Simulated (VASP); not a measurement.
# Ba (Im-3m) in VASP: a series of runs, part 2 of 2

VASP 6.6.1. The steps go on from the part before.

## (3) Single point, B3LYP

File POSCAR:

```
Ba
1.0
   -2.5514374208      2.5514374208      2.5514374208
    2.5514374208     -2.5514374208      2.5514374208
    2.5514374208      2.5514374208     -2.5514374208
Ba
1
Direct
    0.0000000000      0.0000000000      0.0000000000
```

File INCAR.step1:

```
  PREC = Accurate
  ENCUT = 520
  EDIFF = 1E-5
  ISMEAR = -1
  SIGMA = 0.1
  LREAL = F
  LASPH = T
  NELM = 60
  ALGO = Normal
  ISIF = 2
  LWAVE = T
  LCHARG = F
  NBANDS = 11
  GGA = PE
```

File INCAR.step2:

```
  PREC = Accurate
  ENCUT = 520
  EDIFF = 1E-6
  ISMEAR = -1
  SIGMA = 0.1
  LREAL = F
  LASPH = T
  NELM = 60
  ALGO = Normal
  ISIF = 2
  LWAVE = F
  LCHARG = F
  GGA = B3
  LHFCALC = T
  AEXX = 0.2
  AGGAX = 0.72
  AGGAC = 0.81
  ALDAC = 0.19
  PRECFOCK = Normal
  NBANDS = 11
  ISTART = 1
```

File KPOINTS:

```
regular mesh
0
Gamma
  5 5 5
```

Potentials or basis: VASP PAW PBE potentials, release 64 (Ba_sv).

Command:

```bash
> cat potpaw_PBE.64/Ba_sv/POTCAR > POTCAR
> cp INCAR.step1 INCAR
> mpirun -np 1 vasp_std > vasp.out
> cp INCAR.step2 INCAR
> mpirun -np 1 vasp_std > vasp.out
```

OUTCAR:

```text
PREC = Accurate
   ENCUT = 520
   EDIFF = 1E-6
   ISMEAR = -1
   LREAL = F
   LASPH = T
   NELM = 60
   ISIF = 2
   GGA = B3
   LHFCALC = T
   AEXX = 0.2
   PRECFOCK = Normal
   ISTART = 1

 ion  position               nearest neighbor table
   1  0.000  0.000  0.000-

  LATTYP: Found a body centered cubic cell.
 ALAT       =     5.1028748416

  Lattice vectors:

 A1 = (  -2.5514374208,   2.5514374208,   2.5514374208)
 A2 = (   2.5514374208,  -2.5514374208,   2.5514374208)
 A3 = (   2.5514374208,   2.5514374208,  -2.5514374208)

Analysis of symmetry for initial positions (statically):
=====================================================================
 Subroutine PRICEL returns:
 Original cell was already a primitive cell.

 Routine SETGRP: Setting up the symmetry group for a
 body centered cubic supercell.

 Subroutine GETGRP returns: Found 48 space group operations
 (whereof 48 operations were pure point group operations)
 out of a pool of 48 trial point group operations.

The static configuration has the point symmetry O_h .

Analysis of symmetry for dynamics (positions and initial velocities):
=====================================================================
 Subroutine PRICEL returns:
 Original cell was already a primitive cell.

 Routine SETGRP: Setting up the symmetry group for a
 body centered cubic supercell.

 Subroutine GETGRP returns: Found 48 space group operations
 (whereof 48 operations were pure point group operations)
 out of a pool of 48 trial point group operations.

The dynamic configuration has the point symmetry O_h .

 Subroutine INISYM returns: Found 48 space group operations
 (whereof 48 operations are pure point group operations),
 and found     1 'primitive' translations

----------------------------------------------------------------------------------------

                                     Primitive cell

  volume of cell :      66.4377

  direct lattice vectors                    reciprocal lattice vectors
    -2.551437421  2.551437421  2.551437421     0.000000000  0.195967965  0.195967965
     2.551437421 -2.551437421  2.551437421     0.195967965  0.000000000  0.195967965
     2.551437421  2.551437421 -2.551437421     0.195967965  0.195967965  0.000000000

  length of vectors
     4.419219245  4.419219245  4.419219245     0.277140554  0.277140554  0.277140554

  position of ions in fractional coordinates (direct lattice)
     0.000000000  0.000000000  0.000000000

  ion indices of the primitive-cell ions
   primitive index   ion index
                 1           1

----------------------------------------------------------------------------------------

 KPOINTS: regular mesh

Automatic generation of k-mesh.
 Grid dimensions read from file:
 generate k-points for:    5    5    5

 Generating k-lattice:

  Cartesian coordinates                     Fractional coordinates (reciprocal lattice)
     0.000000000  0.039193593  0.039193593     0.200000000  0.000000000  0.000000000
[... 27 lines left out ...]
   number of dos      NEDOS =    301   number of ions     NIONS =      1
   total plane-waves  NPLWV =  46656
   dimension x,y,z NGX =    36 NGY =   36 NGZ =   36
   dimension x,y,z NGXF=    72 NGYF=   72 NGZF=   72
   ions per type =               1
   NGX,Y,Z   is equivalent  to a cutoff of  13.54, 13.54, 13.54 a.u.
   NGXF,Y,Z  is equivalent  to a cutoff of  27.09, 27.09, 27.09 a.u.
 SYSTEM =  unknown system
   PREC   = accura    normal or accurate (medium, high low for compatibility)
   ISTART =      1    job   : 0-new  1-cont  2-samecut
   ICHARG =      0    charge: 1-file 2-atom 10-const
   ISPIN  =      1    spin polarized calculation?
   LNONCOLLINEAR =      F non collinear calculations
   LSORBIT =      F    spin-orbit coupling
   LASPH  =      T    aspherical Exc in radial PAW
   ENCUT  =  520.0 eV  38.22 Ry    6.18 a.u.   8.22  8.22  8.22*2*pi/ulx,y,z
   NELM   =     60;   NELMIN=  2; NELMDL=  0     # of ELM steps
   EDIFF  = 0.1E-05   stopping-criterion for ELM
   LREAL  =      F    real-space projection
   EDIFFG = 0.1E-04   stopping-criterion for IOM
   NSW    =      0    number of steps for IOM
   IBRION =     -1    ionic relax: 0-MD 1-quasi-New 2-CG
   NFREE  =      0    steps in history (QN), initial steepest desc. (CG)
   ISIF   =      2    stress and relaxation
   ISYM   =      3    0-nonsym 1-usesym 2-fastsym
   POTIM  = 0.5000    time-step for ionic-motion
   TEBEG  =    0.0;   TEEND  =   0.0 temperature during run
   PSTRESS=    0.0 pullay stress
   NELECT =      10.0000    total number of electrons
   NUPDOWN=      -1.0000    fix difference up-down
   EMIN   =  10.00;   EMAX   =-10.00  energy-range for DOS
   EFERMI =   0.00;   METHOD = LEGACY
   ISMEAR =    -1;   SIGMA  =   0.10  broadening in eV -4-tet -1-fermi 0-gaus
   EFERMI_NEDOS =   21; number of points for ismear=-14 and -15
   IALGO  =     38    algorithm
   IMIX   =      1    mixing-type and parameters
     AMIX     =   0.40;   BMIX     =  1.00
     AMIX_MAG =   1.60;   BMIX_MAG =  1.00
  volume/ion in A,a.u.               =      66.44       448.34
  Fermi-wavevector in a.u.,A,eV,Ry     =   0.870836  1.645642 10.318061  0.758356
  Thomas-Fermi vector in A             =   1.989858
   LORBIT       =      0    0 simple, 1 ext, 2 COOP (PROOUT), +10 PAW based schemes
   GGA     = B3    functional components
   LHFCALC =     T    Hartree Fock is set to
   PRECFOCK=normal    Normal, Fast or Accurate (Low or Medium for compatibility)
   ENCUT4O =  -1.0   cutoff for four orbital integrals eV
   NKREDX  =     1    reduce k-point grid by
   NKREDY  =     1    reduce k-point grid by
   NKREDZ  =     1    reduce k-point grid by
   AEXX    =    0.2000 exact exchange contribution
   HFSCREEN=    0.0000 screening length (either q_TF or 0.3 A-1)
   HFSCREENC=   0.0000 screening length for correlation (either q_TF or 0.3 A-1)
   ENCUTFOCK=  -1.0 apply spherical cutoff to Coloumb kernel
   IVDW    =     0    specifies the selected vdW correction
   LEPSILON=     F    determine dielectric tensor
   LRPA    =     F    only Hartree local field effects (RPA)
 non-spin polarized calculation
  energy-cutoff  :      520.00
  volume of cell :       66.44
 maximum number of plane-waves:      1865
 NGX is ok and might be reduce to    36
  NGX = 28; NGY = 28; NGZ = 28

 number of electron       9.9999999 magnetization

 Free energy of the ion-electron system (eV)
  ---------------------------------------------------
  ext. energy  EPLUGINS =         0.00000000
  ---------------------------------------------------
  free energy    TOTEN  =        -1.24449630 eV

  energy without entropy =       -1.22168729  energy(sigma->0) =       -1.23309179

 E-fermi :   1.8738     XC(G=0):  -5.7774

 val. band max:        1.8395245108   @ k =  -0.4000  -0.4000   0.2000
 cond. band min:       2.1144455080   @ k =   0.2000   0.2000   0.2000
 fundamental gap:      0.2749209971
 Fermi energy:         1.8737922832

 k-point     1 :       0.0000    0.0000    0.0000
  band No.  band energies     occupation
      1     -29.5329      2.00000
      2     -13.6678      2.00000
      3     -13.6678      2.00000
      4     -13.6678      2.00000
      5      -1.6491      2.00000
      6       4.1268      0.00000
      7       4.1268      0.00000
      8       4.1268      0.00000
      9       5.4368      0.00000
     10       5.4368      0.00000
     11       9.3113      0.00000
[... 113 lines left out ...]
 k-point    10 :      -0.4000    0.4000    0.4000
  band No.  band energies     occupation
      1     -29.4723      2.00000
      2     -13.9571      2.00000
      3     -13.9258      2.00000
      4     -13.9258      2.00000
      5       1.2119      1.99733
      6       1.2980      1.99370
      7       5.2948      0.00000
      8       5.2948      0.00000
      9       5.6592      0.00000
     10       6.4965      0.00000
     11       8.5943      0.00000

------------------------ aborting loop because EDIFF is reached ----------------------------------------

  FORCE on cell =-STRESS in cart. coord.  units (eV):
  Direction    XX          YY          ZZ          XY          YZ          ZX
  --------------------------------------------------------------------------------------
  -------------------------------------------------------------------------------------
  Total        0.0111615      0.0111615      0.0111615      0.0000000     -0.0000000      0.0000000
  in kB        0.2691654      0.2691654      0.2691654      0.0000000     -0.0000000      0.0000000
  external PRESSURE =       0.2691654 kB  Pullay stress =       0.0000000 kB

 VOLUME and BASIS-vectors are now :
 -----------------------------------------------------------------------------
  energy-cutoff  :      520.00
  volume of cell :       66.44
      direct lattice vectors                 reciprocal lattice vectors
    -2.551437421  2.551437421  2.551437421     0.000000000  0.195967965  0.195967965
     2.551437421 -2.551437421  2.551437421     0.195967965  0.000000000  0.195967965
     2.551437421  2.551437421 -2.551437421     0.195967965  0.195967965  0.000000000

 POSITION                                       TOTAL-FORCE (eV/Angst)
 -----------------------------------------------------------------------------------
      0.00000      0.00000      0.00000        -0.000000      0.000000     -0.000000
 -----------------------------------------------------------------------------------
    total drift:                                0.000000      0.000000      0.000000

  FREE ENERGIE OF THE ION-ELECTRON SYSTEM (eV)
  ---------------------------------------------------
  free  energy   TOTEN  =        -1.2444962969 eV

  energy  without entropy=       -1.2216872899  energy(sigma->0) =       -1.23309179
```

OUTCAR.step1:

```text
PREC = Accurate
   ENCUT = 520
   EDIFF = 1E-5
   ISMEAR = -1
   LREAL = F
[... 341 lines left out ...]

 POSITION                                       TOTAL-FORCE (eV/Angst)
 -----------------------------------------------------------------------------------
      0.00000      0.00000      0.00000        -0.000000      0.000000      0.000000
 -----------------------------------------------------------------------------------
    total drift:                               -0.000000      0.000000      0.000000

  FREE ENERGIE OF THE ION-ELECTRON SYSTEM (eV)
  ---------------------------------------------------
  free  energy   TOTEN  =        -1.9302968310 eV

  energy  without entropy=       -1.8882370825  energy(sigma->0) =       -1.90926696
```

Run time: 10 min. Hardware: 1 thread of Intel Xeon Platinum 8488C (Sapphire Rapids), shared host; peak memory 0.21 GiB.

What came out:

```
Free energy            : -1.2445 eV
Pressure               : 0.0 GPa
Band gap on the k mesh : zero (band 5 reaches 2.11 eV, above the bottom of band 6 at 1.30 eV)
```

Caveat: the PAW data sets were made with another functional, which shifts forces and pressure a little; spin-orbit coupling is left out, which moves the levels of the heavy elements.
